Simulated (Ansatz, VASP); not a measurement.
V in VASP and in Ansatz

INCAR

```
SYSTEM = V
  PREC = Accurate
  ENCUT = 520
  EDIFF = 1E-7
  ISMEAR = -1
  SIGMA = 0.05
  LREAL = .False.
  LASPH = .True.
  NELM = 150
  ALGO = Normal
  ISIF = 2
  LWAVE = .False.
  LCHARG = .False.
  ISPIN = 2
  MAGMOM = 2 2
  LORBIT = 11
  LMAXMIX = 4
  GGA = PS
  NBANDS = 24
```

Contents of KPOINTS:

```
regular mesh
0
Gamma
  12 12 6
  0 0 0
```

Contents of POSCAR:

```
V
1.0
    2.6553716605      0.0000000000      0.0000000000
   -1.3276858302      2.2996193144      0.0000000000
    0.0000000000      0.0000000000      4.8159739502
V
2
Direct
    0.3333333333      0.6666666667      0.2500000000
    0.6666666667      0.3333333333      0.7500000000
```

File input.yaml:

```yaml
crystal:
  lattice:
    - [2.6553716605, 0.0, 0.0]
    - [-1.3276858302, 2.2996193144, 0.0]
    - [0.0, 0.0, 4.8159739502]
  atoms:
    - { symbol: V, position: [0.3333333333, 0.6666666667, 0.25], spin: 2.0 }
    - { symbol: V, position: [0.6666666667, 0.3333333333, 0.75], spin: 2.0 }
kpoints:
  mp_grid: { grid: [12, 12, 6] }
scf:
  occupations: { method: fermi_dirac, width: 0.05 }
hamiltonian:
  xc: pbesol
  pseudopotentials: { kind: all_electron, lapw: { basis_error: 0.001 } }
magnetization:
  spin_polarized: true
output:
  forces: true
  stress: true
  eigenvalues: true
```

Change from the starting cell: volume scaled by 1.06.

Alike in both runs: task single point; functional PBEsol; k mesh 12 × 12 × 6; occupations fermi-dirac, width 0.05 eV; collinear spin.

|  | VASP | Ansatz |
| --- | --- | --- |
| version | VASP 6.6.1 | Ansatz 0.2.0 |
| potentials or method | VASP PAW PBE potentials, release 64 (V_sv), cutoff 520 eV | all-electron LAPW, scalar-relativistic |

VASP gave:

- gap on the k mesh at the Fermi level (eV): none
- pressure (GPa): -15.3
- traceless stress, the component that is largest in VASP (GPa): 0.07
- net moment per atom (μB): 0.00

Q: Which values does Ansatz return?

A: gap on the k mesh at the Fermi level (eV): none; pressure (GPa): -15.4; traceless stress, the component that is largest in VASP (GPa): 0.06; net moment per atom (μB): 0.00.

VASP's potentials were made for PBE, not for PBEsol. A gap of «none» marks a metal or a gap that the smearing closes. Ansatz ran all-electron here, and VASP with PAW potentials.
